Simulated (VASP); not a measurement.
# Ti3C in VASP: relaxation of the atoms with PBE

Aim: the relaxation of the atoms of Ti3C with PBE.

All numbers are computed with VASP 6.6.1; they aren't measurements. Logs are shortened: lines on timing, memory, paths and dates and some standing lists are left out, and cuts for length are marked.

**1. The cell of the first run**

The cell holds a slab with vacuum, 4 atoms: a = 2.819 Å, b = 2.819 Å, c = 19.826 Å, α = 90.00°, β = 90.00°, γ = 109.47°.

**2. Relaxation of the atoms, PBE**

Input file INCAR:

```
SYSTEM = Ti3C
PREC = Accurate
ENCUT = 520
EDIFF = 1E-6
ISMEAR = 0
SIGMA = 0.1
LREAL = .False.
LASPH = .True.
NELM = 60
ALGO = Normal
ISIF = 2
LWAVE = .False.
LCHARG = .False.
LDIPOL = .True.
IDIPOL = 3
DIPOL = 0.5 0.5 0.355
GGA = PE
IBRION = 2
NSW = 36
EDIFFG = -0.025
```

Input file KPOINTS:

```
Automatic mesh
0
Gamma
  10 10 1
  0 0 0
```

Input file POSCAR:

```
Ti3C
1.0
    2.8192036111      0.0000000000      0.0000000000
   -0.9397345370      2.6579706546      0.0000000000
    0.0000000000      0.0000000000     19.8263803360
Ti C
3 1
Selective dynamics
Direct
    0.5000000000      0.5000000000      0.2017514005  F F F
    0.0000000000      0.0000000000      0.3111715305  F F F
    0.5000000000      0.5000000000      0.4199647235  F F F
    0.8333333333      1.1666666667      0.4855339287  F F T
```

Potentials or basis: VASP PAW PBE potentials, release 64 (Ti_sv, C).

On the command line:

```console
cat potpaw_PBE.64/Ti_sv/POTCAR potpaw_PBE.64/C/POTCAR > POTCAR
mpirun -np 1 vasp_std > vasp.out
```

OUTCAR:

```text
SYSTEM = Ti3C
   PREC = Accurate
   ENCUT = 520
   EDIFF = 1E-6
   ISMEAR = 0
   LREAL = .False.
   LASPH = .True.
   NELM = 60
   ISIF = 2
   GGA = PE
   IBRION = 2
   NSW = 36
   EDIFFG = -0.025

 ion  position               nearest neighbor table
   1  0.500  0.500  0.202-   2 2.71   2 2.71
   2  0.000  0.000  0.311-   3 2.70   3 2.70   1 2.71   1 2.71
   3  0.500  0.500  0.420-   4 2.01   4 2.22   4 2.22   2 2.70   2 2.70
   4  0.833  0.167  0.486-   3 2.01   3 2.22   3 2.22

  LATTYP: Found a base centered orthorhombic cell.
 ALAT       =     3.2553359276
 B/A-ratio  =     1.4142135624
 C/A-ratio  =     6.0904253132

  Lattice vectors:

 A1 = (   2.8192036111,   0.0000000000,   0.0000000000)
 A2 = (  -0.9397345370,   2.6579706546,   0.0000000000)
 A3 = (   0.0000000000,   0.0000000000,  19.8263803360)

Analysis of symmetry for initial positions (statically):
=====================================================================
 Subroutine PRICEL returns:
 Original cell was already a primitive cell.

 Routine SETGRP: Setting up the symmetry group for a
 base centered orthorhombic supercell.

 Subroutine GETGRP returns: Found  2 space group operations
 (whereof  2 operations were pure point group operations)
 out of a pool of  8 trial point group operations.

The static configuration has the point symmetry C_1h.

Analysis of symmetry for dynamics (positions and initial velocities):
=====================================================================
 Subroutine PRICEL returns:
 Original cell was already a primitive cell.

 Routine SETGRP: Setting up the symmetry group for a
 base centered orthorhombic supercell.

 Subroutine GETGRP returns: Found  2 space group operations
 (whereof  2 operations were pure point group operations)
 out of a pool of  8 trial point group operations.

The dynamic configuration has the point symmetry C_1h.

Analysis of constrained symmetry for selective dynamics:
=====================================================================
 Subroutine PRICEL returns:
 Original cell was already a primitive cell.

 Routine SETGRP: Setting up the symmetry group for a
 base centered orthorhombic supercell.

 Subroutine GETGRP returns: Found  2 space group operations
 (whereof  2 operations were pure point group operations)
 out of a pool of  8 trial point group operations.

The constrained configuration has the point symmetry C_1h.

 Subroutine INISYM returns: Found  2 space group operations
 (whereof  2 operations are pure point group operations),
 and found     1 'primitive' translations

----------------------------------------------------------------------------------------

                                     Primitive cell

  volume of cell :     148.5662

  direct lattice vectors                    reciprocal lattice vectors
     2.819203611  0.000000000  0.000000000     0.354710102  0.125408959  0.000000000
    -0.939734537  2.657970655  0.000000000     0.000000000  0.376226878  0.000000000
     0.000000000  0.000000000 19.826380336     0.000000000  0.000000000  0.050437850

  length of vectors
     2.819203611  2.819203611 19.826380336     0.376226878  0.376226878  0.050437850

  position of ions in fractional coordinates (direct lattice)
     0.500000000  0.500000000  0.201751401
     0.000000000  0.000000000  0.311171530
     0.500000000  0.500000000  0.419964724
     0.833333333  0.166666667  0.485533929

  ion indices of the primitive-cell ions
   primitive index   ion index
                 1           1
                 2           2
                 3           3
                 4           4

----------------------------------------------------------------------------------------

 KPOINTS: Automatic mesh

Automatic generation of k-mesh.
 Grid dimensions read from file:
 generate k-points for:   10   10    1

 Generating k-lattice:

  Cartesian coordinates                     Fractional coordinates (reciprocal lattice)
     0.035471010  0.012540896  0.000000000     0.100000000  0.000000000  0.000000000
     0.000000000  0.037622688  0.000000000     0.000000000  0.100000000  0.000000000
     0.000000000  0.000000000  0.050437850     0.000000000  0.000000000  1.000000000

  Length of vectors
     0.037622688  0.037622688  0.050437850

  Shift w.r.t. Gamma in fractional coordinates (k-lattice)
     0.000000000  0.000000000  0.000000000

 Subroutine IBZKPT returns following result:
 ===========================================

 Found     31 irreducible k-points:

 Following reciprocal coordinates:
            Coordinates               Weight
  0.000000  0.000000  0.000000      1.000000
  0.100000 -0.000000  0.000000      4.000000
  0.200000 -0.000000  0.000000      4.000000
  0.300000  0.000000  0.000000      4.000000
  0.400000 -0.000000  0.000000      4.000000
  0.500000 -0.000000  0.000000      2.000000
[... 16 lines left out ...]
  0.300000  0.300000  0.000000      2.000000
  0.400000  0.300000  0.000000      4.000000
 [... further k-points ...]
   k-points           NKPTS =     31   k-points in BZ     NKDIM =     31   number of bands    NBANDS=     24
   number of dos      NEDOS =    301   number of ions     NIONS =      4
   total plane-waves  NPLWV =  86400
   dimension x,y,z NGX =    24 NGY =   24 NGZ =  150
   dimension x,y,z NGXF=    48 NGYF=   48 NGZF=  300
   ions per type =               3   1
   NGX,Y,Z   is equivalent  to a cutoff of  14.15, 14.15, 12.58 a.u.
   NGXF,Y,Z  is equivalent  to a cutoff of  28.31, 28.31, 25.16 a.u.
 SYSTEM =  Ti3C
   PREC   = accura    normal or accurate (medium, high low for compatibility)
   ISTART =      0    job   : 0-new  1-cont  2-samecut
   ICHARG =      2    charge: 1-file 2-atom 10-const
   ISPIN  =      1    spin polarized calculation?
   LNONCOLLINEAR =      F non collinear calculations
   LSORBIT =      F    spin-orbit coupling
   LASPH  =      T    aspherical Exc in radial PAW
   ENCUT  =  520.0 eV  38.22 Ry    6.18 a.u.   5.24  5.24 36.86*2*pi/ulx,y,z
   NELM   =     60;   NELMIN=  2; NELMDL= -5     # of ELM steps
   EDIFF  = 0.1E-05   stopping-criterion for ELM
   LREAL  =      F    real-space projection
   EDIFFG = -.3E-01   stopping-criterion for IOM
   NSW    =     36    number of steps for IOM
   IBRION =      2    ionic relax: 0-MD 1-quasi-New 2-CG
   NFREE  =      1    steps in history (QN), initial steepest desc. (CG)
   ISIF   =      2    stress and relaxation
   ISYM   =      2    0-nonsym 1-usesym 2-fastsym
   POTIM  = 0.5000    time-step for ionic-motion
   TEBEG  =    0.0;   TEEND  =   0.0 temperature during run
   PSTRESS=    0.0 pullay stress
   NELECT =      40.0000    total number of electrons
   NUPDOWN=      -1.0000    fix difference up-down
   EMIN   =  10.00;   EMAX   =-10.00  energy-range for DOS
   EFERMI =   0.00;   METHOD = LEGACY
   ISMEAR =     0;   SIGMA  =   0.10  broadening in eV -4-tet -1-fermi 0-gaus
   EFERMI_NEDOS =   21; number of points for ismear=-14 and -15
   IALGO  =     38    algorithm
   IMIX   =      4    mixing-type and parameters
     AMIX     =   0.40;   BMIX     =  1.00
     AMIX_MAG =   1.60;   BMIX_MAG =  1.00
  volume/ion in A,a.u.               =      37.14       250.64
  Fermi-wavevector in a.u.,A,eV,Ry     =   1.057113  1.997654 15.204350  1.117488
  Thomas-Fermi vector in A             =   2.192374
   LORBIT       =      0    0 simple, 1 ext, 2 COOP (PROOUT), +10 PAW based schemes
   GGA     = PE    functional components
   LHFCALC =     F    Hartree Fock is set to
   AEXX    =    0.0000 exact exchange contribution
   IVDW    =     0    specifies the selected vdW correction
   LEPSILON=     F    determine dielectric tensor
   LRPA    =     F    only Hartree local field effects (RPA)
 conjugate gradient relaxation of ions
 non-spin polarized calculation
 Gauss-broadening in eV      SIGMA  =   0.10
  energy-cutoff  :      520.00
  volume of cell :      148.57
 maximum number of plane-waves:      4027
 NGX is ok and might be reduce to    24
   NGX = 11   NGY = 11   NGZ = 73

--------------------------------------- Ionic step        1  -------------------------------------------

 number of electron      39.9999993 magnetization

 Free energy of the ion-electron system (eV)
  ---------------------------------------------------
  ext. energy  EPLUGINS =         0.00000000
  ---------------------------------------------------
  free energy    TOTEN  =       -28.63372772 eV

  energy without entropy =      -28.60068119  energy(sigma->0) =      -28.61720446

------------------------ aborting loop because EDIFF is reached ----------------------------------------

  FORCE on cell =-STRESS in cart. coord.  units (eV):
  Direction    XX          YY          ZZ          XY          YZ          ZX
  --------------------------------------------------------------------------------------
  -------------------------------------------------------------------------------------
  Total        0.2857385      0.4445307     -0.5668267      0.2245661     -0.6200052      0.8768197
  in kB        3.0814796      4.7939370     -6.1128094      2.4217804     -6.6863004      9.4558550
  external PRESSURE =       0.5875357 kB  Pullay stress =       0.0000000 kB
[... 99 lines left out ...]
  energy  without entropy=      -29.0052811662  energy(sigma->0) =      -29.02180405

--------------------------------------- Ionic step        4  -------------------------------------------

 number of electron      39.9999993 magnetization

 dipolmoment           0.000000      0.000000      0.079496 electrons x Angstroem

 Free energy of the ion-electron system (eV)
  ---------------------------------------------------
  ext. energy  EPLUGINS =         0.00000000
  ---------------------------------------------------
  free energy    TOTEN  =       -29.03856036 eV

  energy without entropy =      -29.00565363  energy(sigma->0) =      -29.02210699

 E-fermi :  -0.2230     XC(G=0):  -5.2857

 val. band max:       -0.2233144701   @ k =   0.2000   0.1000   0.0000
 cond. band min:      -0.2215186192   @ k =  -0.1000   0.1000   0.0000
 fundamental gap:      0.0017958508
 Fermi energy:        -0.2229928280

 k-point     1 :       0.0000    0.0000    0.0000
  band No.  band energies     occupation
      1     -56.8619      2.00000
      2     -56.6061      2.00000
      3     -55.9334      2.00000
      4     -33.3159      2.00000
      5     -32.8850      2.00000
      6     -32.8673      2.00000
[... 637 lines left out ...]
     23       0.6197      0.00000
     24       1.5887      0.00000

 [... further k-points ...]

------------------------ aborting loop because EDIFF is reached ----------------------------------------

 vacuum level on the upper side and lower side of the slab       (xc-potential included)         0.926        -0.942

  FORCE on cell =-STRESS in cart. coord.  units (eV):
  Direction    XX          YY          ZZ          XY          YZ          ZX
  --------------------------------------------------------------------------------------
  -------------------------------------------------------------------------------------
  Total        6.2006428      5.3833890      1.8933538     -1.1557714     -1.3851896      1.9589532
  in kB       66.8693713     58.0558902     20.4184275    -12.4641446    -14.9382512     21.1258696
  external PRESSURE =      48.4478963 kB  Pullay stress =       0.0000000 kB

 VOLUME and BASIS-vectors are now :
 -----------------------------------------------------------------------------
  energy-cutoff  :      520.00
  volume of cell :      148.57
      direct lattice vectors                 reciprocal lattice vectors
     2.819203611  0.000000000  0.000000000     0.354710102  0.125408959  0.000000000
    -0.939734537  2.657970655  0.000000000     0.000000000  0.376226878  0.000000000
     0.000000000  0.000000000 19.826380336     0.000000000  0.000000000  0.050437850
[... 10 lines left out ...]
  FREE ENERGIE OF THE ION-ELECTRON SYSTEM (eV)
  ---------------------------------------------------
  free  energy   TOTEN  =       -29.0385603564 eV

  energy  without entropy=      -29.0056536332  energy(sigma->0) =      -29.02210699

 reached required accuracy - stopping structural energy minimisation

 vacuum level on the upper side and lower side of the slab         6.108         4.189
```

Run time: 12 min. Hardware: 1 thread of Intel Xeon 8259CL, shared host; peak memory 0.34 GiB.

What came out:

| Quantity | Value |
| --- | --- |
| Free energy | -29.0386 eV |
| Energy gained by relaxing | 101.2 meV/atom |
| Ionic steps | 4 |
| Band gap on the k mesh | zero (bands 20 and 21 overlap by 0.46 eV) |

The path:
| step | energy change (eV) | largest force on free atoms (eV/Å) | pressure (GPa) |
| --- | --- | --- | --- |
| 1 | 0.0000 | 1.9852 | 0.06 |
| 2 | -0.1638 | 1.4706 | 1.08 |
| 3 | -0.4046 | 0.0572 | 4.68 |
| 4 | -0.4048 | 0.0140 | 4.84 |

Final structure:
```
Ti C
1.0
     2.81920    0.00000    0.00000
    -0.93973    2.65797    0.00000
     0.00000    0.00000   19.82638
Ti C
3 1
Direct
  0.50000 0.50000 0.20175
  0.00000 0.00000 0.31117
  0.50000 0.50000 0.41996
  0.83333 0.16667 0.46634
```

Levels at points of the mesh, in eV from the Fermi level:
| k point | band 16 | band 17 | band 18 | band 19 | band 20 | band 21 | band 22 | band 23 | band 24 |
| --- | --- | --- | --- | --- | --- | --- | --- | --- | --- |
| (0.00, 0.00, 0.00) | -3.01 | -2.15 | -0.68 | -0.25 | -0.06 | 0.64 | 0.81 | 1.12 | 1.19 |
| (0.50, 0.00, 0.00) | -1.87 | -1.07 | -0.57 | -0.48 | -0.17 | 0.08 | 0.20 | 1.10 | 2.43 |
| (0.50, 0.50, 0.00) | -1.87 | -1.74 | -1.73 | -0.44 | -0.27 | 0.14 | 1.74 | 2.15 | 2.24 |
